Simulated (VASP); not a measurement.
# Sn (Fd-3m) in VASP: further runs

The runs below take Sn through single point, with PBE.

Everything below comes from runs of VASP 6.6.1. Logs are shortened: lines on timing, memory, paths and dates and some standing lists are left out, and cuts for length are marked.

## (1) The cell of the first run

Symmetry: Fd-3m, No. 227, cubic system. Conventional cell: a = 6.467 Å, b = 6.467 Å, c = 6.467 Å, α = 90.00°, β = 90.00°, γ = 90.00°. Sn (site symmetry -43m) has 4 Sn at 2.80 Å within 3.7 Å.

## (2) Single point, PBE

Input file INCAR:

```
ALGO = Normal
EDIFF = 1E-6
ENCUT = 520
GGA = PE
ISIF = 2
ISMEAR = -1
LASPH = T
LCHARG = T
LELF = T
LREAL = F
LVHAR = T
LWAVE = F
NBANDS = 21
NELM = 100
PREC = Accurate
SIGMA = 0.1
```

Input file KPOINTS:

```
k-points
0
Gamma
  4 4 4
```

Input file POSCAR:

```
Sn
1.0
    0.0000000000      3.2333400000      3.2333400000
    3.2333400000      0.0000000000      3.2333400000
    3.2333400000      3.2333400000      0.0000000000
Sn
2
Direct
    0.0000000000      0.0000000000      0.0000000000
    0.2500000000      0.2500000000      0.2500000000
```

Potentials or basis: VASP PAW PBE potentials, release 64 (Sn_d).

On the command line:

```
> cat potpaw_PBE.64/Sn_d/POTCAR > POTCAR
> mpirun -np 1 vasp_std > vasp.out
```

OUTCAR:

```text
EDIFF = 1E-6
   ENCUT = 520
   GGA = PE
   ISIF = 2
   ISMEAR = -1
   LASPH = T
   LREAL = F
   NELM = 100
   PREC = Accurate

 ion  position               nearest neighbor table
   1  0.000  0.000  0.000-   2 2.80   2 2.80   2 2.80   2 2.80
   2  0.250  0.250  0.250-   1 2.80   1 2.80   1 2.80   1 2.80

  LATTYP: Found a face centered cubic cell.
 ALAT       =     6.4666800000

  Lattice vectors:

 A1 = (   0.0000000000,   3.2333400000,   3.2333400000)
 A2 = (   3.2333400000,   0.0000000000,   3.2333400000)
 A3 = (   3.2333400000,   3.2333400000,   0.0000000000)

Analysis of symmetry for initial positions (statically):
=====================================================================
 Subroutine PRICEL returns:
 Original cell was already a primitive cell.

 Routine SETGRP: Setting up the symmetry group for a
 face centered cubic supercell.

 Subroutine GETGRP returns: Found 48 space group operations
 (whereof 24 operations were pure point group operations)
 out of a pool of 48 trial point group operations.

The static configuration has the point symmetry T_d .
 The point group associated with its full space group is O_h .

Analysis of symmetry for dynamics (positions and initial velocities):
=====================================================================
 Subroutine PRICEL returns:
 Original cell was already a primitive cell.

 Routine SETGRP: Setting up the symmetry group for a
 face centered cubic supercell.

 Subroutine GETGRP returns: Found 48 space group operations
 (whereof 24 operations were pure point group operations)
 out of a pool of 48 trial point group operations.

The dynamic configuration has the point symmetry T_d .
 The point group associated with its full space group is O_h .

 Subroutine INISYM returns: Found 48 space group operations
 (whereof 24 operations are pure point group operations),
 and found     1 'primitive' translations

----------------------------------------------------------------------------------------

                                     Primitive cell

  volume of cell :      67.6058

  direct lattice vectors                    reciprocal lattice vectors
     0.000000000  3.233340000  3.233340000    -0.154638856  0.154638856  0.154638856
     3.233340000  0.000000000  3.233340000     0.154638856 -0.154638856  0.154638856
     3.233340000  3.233340000  0.000000000     0.154638856  0.154638856 -0.154638856

  length of vectors
     4.572633280  4.572633280  4.572633280     0.267842356  0.267842356  0.267842356

  position of ions in fractional coordinates (direct lattice)
     0.000000000  0.000000000  0.000000000
     0.250000000  0.250000000  0.250000000

  ion indices of the primitive-cell ions
   primitive index   ion index
                 1           1
                 2           2

----------------------------------------------------------------------------------------

 KPOINTS: k-points

Automatic generation of k-mesh.
 Grid dimensions read from file:
 generate k-points for:    4    4    4

 Generating k-lattice:

  Cartesian coordinates                     Fractional coordinates (reciprocal lattice)
    -0.038659714  0.038659714  0.038659714     0.250000000  0.000000000  0.000000000
     0.038659714 -0.038659714  0.038659714     0.000000000  0.250000000  0.000000000
     0.038659714  0.038659714 -0.038659714     0.000000000  0.000000000  0.250000000

  Length of vectors
     0.066960589  0.066960589  0.066960589

  Shift w.r.t. Gamma in fractional coordinates (k-lattice)
     0.000000000  0.000000000  0.000000000

 Subroutine IBZKPT returns following result:
 ===========================================

 Found      8 irreducible k-points:

 Following reciprocal coordinates:
            Coordinates               Weight
  0.000000  0.000000  0.000000      1.000000
  0.250000  0.000000  0.000000      8.000000
  0.500000  0.000000  0.000000      4.000000
  0.250000  0.250000  0.000000      6.000000
  0.500000  0.250000  0.000000     24.000000
 -0.250000  0.250000  0.000000     12.000000
  0.500000  0.500000  0.000000      3.000000
 -0.250000  0.500000  0.250000      6.000000
   k-points           NKPTS =      8   k-points in BZ     NKDIM =      8   number of bands    NBANDS=     21
   number of dos      NEDOS =    301   number of ions     NIONS =      2
   total plane-waves  NPLWV =  46656
   dimension x,y,z NGX =    36 NGY =   36 NGZ =   36
   dimension x,y,z NGXF=    72 NGYF=   72 NGZF=   72
   ions per type =               2
   NGX,Y,Z   is equivalent  to a cutoff of  13.09, 13.09, 13.09 a.u.
   NGXF,Y,Z  is equivalent  to a cutoff of  26.18, 26.18, 26.18 a.u.
 SYSTEM =  unknown system
   PREC   = accura    normal or accurate (medium, high low for compatibility)
   ISTART =      0    job   : 0-new  1-cont  2-samecut
   ICHARG =      2    charge: 1-file 2-atom 10-const
   ISPIN  =      1    spin polarized calculation?
   LNONCOLLINEAR =      F non collinear calculations
   LSORBIT =      F    spin-orbit coupling
   LASPH  =      T    aspherical Exc in radial PAW
   ENCUT  =  520.0 eV  38.22 Ry    6.18 a.u.   8.50  8.50  8.50*2*pi/ulx,y,z
   NELM   =    100;   NELMIN=  2; NELMDL= -5     # of ELM steps
   EDIFF  = 0.1E-05   stopping-criterion for ELM
   LREAL  =      F    real-space projection
   EDIFFG = 0.1E-04   stopping-criterion for IOM
   NSW    =      0    number of steps for IOM
   IBRION =     -1    ionic relax: 0-MD 1-quasi-New 2-CG
   NFREE  =      0    steps in history (QN), initial steepest desc. (CG)
   ISIF   =      2    stress and relaxation
   ISYM   =      2    0-nonsym 1-usesym 2-fastsym
   POTIM  = 0.5000    time-step for ionic-motion
   TEBEG  =    0.0;   TEEND  =   0.0 temperature during run
   PSTRESS=    0.0 pullay stress
   NELECT =      28.0000    total number of electrons
   NUPDOWN=      -1.0000    fix difference up-down
   EMIN   =  10.00;   EMAX   =-10.00  energy-range for DOS
   EFERMI =   0.00;   METHOD = LEGACY
   ISMEAR =    -1;   SIGMA  =   0.10  broadening in eV -4-tet -1-fermi 0-gaus
   EFERMI_NEDOS =   21; number of points for ismear=-14 and -15
   IALGO  =     38    algorithm
   IMIX   =      4    mixing-type and parameters
     AMIX     =   0.40;   BMIX     =  1.00
     AMIX_MAG =   1.60;   BMIX_MAG =  1.00
  volume/ion in A,a.u.               =      33.80       228.11
  Fermi-wavevector in a.u.,A,eV,Ry     =   1.220299  2.306030 20.260828  1.489129
  Thomas-Fermi vector in A             =   2.355521
   LORBIT       =      0    0 simple, 1 ext, 2 COOP (PROOUT), +10 PAW based schemes
   GGA     = PE    functional components
   LHFCALC =     F    Hartree Fock is set to
   AEXX    =    0.0000 exact exchange contribution
   IVDW    =     0    specifies the selected vdW correction
   LEPSILON=     F    determine dielectric tensor
   LRPA    =     F    only Hartree local field effects (RPA)
 non-spin polarized calculation
  energy-cutoff  :      520.00
  volume of cell :       67.61
 maximum number of plane-waves:      1837
 NGX is ok and might be reduce to    36
   NGX = 17   NGY = 17   NGZ = 17

 number of electron      28.0000008 magnetization

 Free energy of the ion-electron system (eV)
  ---------------------------------------------------
  ext. energy  EPLUGINS =         0.00000000
  ---------------------------------------------------
  free energy    TOTEN  =        -7.43833516 eV

  energy without entropy =       -7.42312717  energy(sigma->0) =       -7.43073117

 E-fermi :   5.7298     XC(G=0):  -8.8959

 val. band max:        5.2258905707   @ k =   0.0000   0.0000   0.0000
 cond. band min:       5.7979356194   @ k =   0.5000   0.0000   0.0000
 fundamental gap:      0.5720450487
 Fermi energy:         5.7297779394

 k-point     1 :       0.0000    0.0000    0.0000
  band No.  band energies     occupation
      1     -15.9030      2.00000
      2     -15.9030      2.00000
      3     -15.9030      2.00000
      4     -15.8427      2.00000
      5     -15.8427      2.00000
      6     -15.5243      2.00000
[... 13 lines left out ...]
     20      13.7554      0.00000
     21      13.7554      0.00000

 k-point     2 :       0.2500    0.0000    0.0000
  band No.  band energies     occupation
      1     -15.9295      2.00000
      2     -15.9295      2.00000
      3     -15.8898      2.00000
      4     -15.8017      2.00000
      5     -15.8017      2.00000
      6     -15.5691      2.00000
[... 13 lines left out ...]
     20      12.6629      0.00000
     21      12.6629      0.00000

 k-point     3 :       0.5000    0.0000    0.0000
  band No.  band energies     occupation
      1     -15.9403      2.00000
      2     -15.9403      2.00000
      3     -15.8758      2.00000
      4     -15.7803      2.00000
      5     -15.7803      2.00000
      6     -15.5851      2.00000
[... 13 lines left out ...]
     20      14.6003      0.00000
     21      14.6003      0.00000

 k-point     4 :       0.2500    0.2500    0.0000
  band No.  band energies     occupation
      1     -15.9314      2.00000
      2     -15.9314      2.00000
      3     -15.9070      2.00000
      4     -15.7936      2.00000
      5     -15.7437      2.00000
      6     -15.6572      2.00000
[... 13 lines left out ...]
     20      13.8258      0.00000
     21      14.4521      0.00000

 k-point     5 :       0.5000    0.2500    0.0000
  band No.  band energies     occupation
      1     -15.9705      2.00000
      2     -15.9498      2.00000
      3     -15.8427      2.00000
      4     -15.7424      2.00000
      5     -15.7134      2.00000
      6     -15.6851      2.00000
[... 13 lines left out ...]
     20      14.8866      0.00000
     21      15.0761      0.00000

 k-point     6 :      -0.2500    0.2500    0.0000
  band No.  band energies     occupation
      1     -15.9639      2.00000
      2     -15.9518      2.00000
      3     -15.8366      2.00000
      4     -15.7773      2.00000
      5     -15.7393      2.00000
      6     -15.6308      2.00000
[... 13 lines left out ...]
     20      13.4825      0.00000
     21      15.2919      0.00000

 k-point     7 :       0.5000    0.5000    0.0000
  band No.  band energies     occupation
      1     -15.9558      2.00000
      2     -15.9558      2.00000
      3     -15.8181      2.00000
      4     -15.8181      2.00000
      5     -15.6763      2.00000
      6     -15.6763      2.00000
[... 13 lines left out ...]
     20      15.1896      0.00000
     21      16.2556      0.00000

 k-point     8 :      -0.2500    0.5000    0.2500
  band No.  band energies     occupation
      1     -15.9740      2.00000
      2     -15.9740      2.00000
      3     -15.7587      2.00000
      4     -15.7587      2.00000
      5     -15.6859      2.00000
      6     -15.6859      2.00000
[... 13 lines left out ...]
     20      14.9270      0.00000
     21      16.0871      0.00000

------------------------ aborting loop because EDIFF is reached ----------------------------------------

  FORCE on cell =-STRESS in cart. coord.  units (eV):
  Direction    XX          YY          ZZ          XY          YZ          ZX
  --------------------------------------------------------------------------------------
  -------------------------------------------------------------------------------------
  Total        1.8530751      1.8530751      1.8530751     -0.0000000     -0.0000000      0.0000000
  in kB       43.9156675     43.9156675     43.9156675     -0.0000000     -0.0000000      0.0000000
  external PRESSURE =      43.9156675 kB  Pullay stress =       0.0000000 kB

 VOLUME and BASIS-vectors are now :
 -----------------------------------------------------------------------------
  energy-cutoff  :      520.00
  volume of cell :       67.61
      direct lattice vectors                 reciprocal lattice vectors
     0.000000000  3.233340000  3.233340000    -0.154638856  0.154638856  0.154638856
     3.233340000  0.000000000  3.233340000     0.154638856 -0.154638856  0.154638856
     3.233340000  3.233340000  0.000000000     0.154638856  0.154638856 -0.154638856

 POSITION                                       TOTAL-FORCE (eV/Angst)
 -----------------------------------------------------------------------------------
      0.00000      0.00000      0.00000        -0.000000     -0.000000     -0.000000
      1.61667      1.61667      1.61667         0.000000      0.000000      0.000000
 -----------------------------------------------------------------------------------
    total drift:                                0.000000      0.000000      0.000000

  FREE ENERGIE OF THE ION-ELECTRON SYSTEM (eV)
  ---------------------------------------------------
  free  energy   TOTEN  =        -7.4383351624 eV

  energy  without entropy=       -7.4231271729  energy(sigma->0) =       -7.43073117
```

It took 22 s on 1 thread of Intel Xeon 8259CL, shared host; peak memory 0.2 GiB.

Results:

| Quantity | Value |
| --- | --- |
| Free energy | -7.4383 eV |
| Pressure | 4.4 GPa |
| Band gap on the k mesh | zero (band 14 reaches 5.87 eV, above the bottom of band 15 at 5.80 eV) |

Caveat: the k points lie up to 0.42 Å⁻¹ apart; spin-orbit coupling is left out, which moves the levels of the heavy elements.

(Part 1 of 2 ends here.)
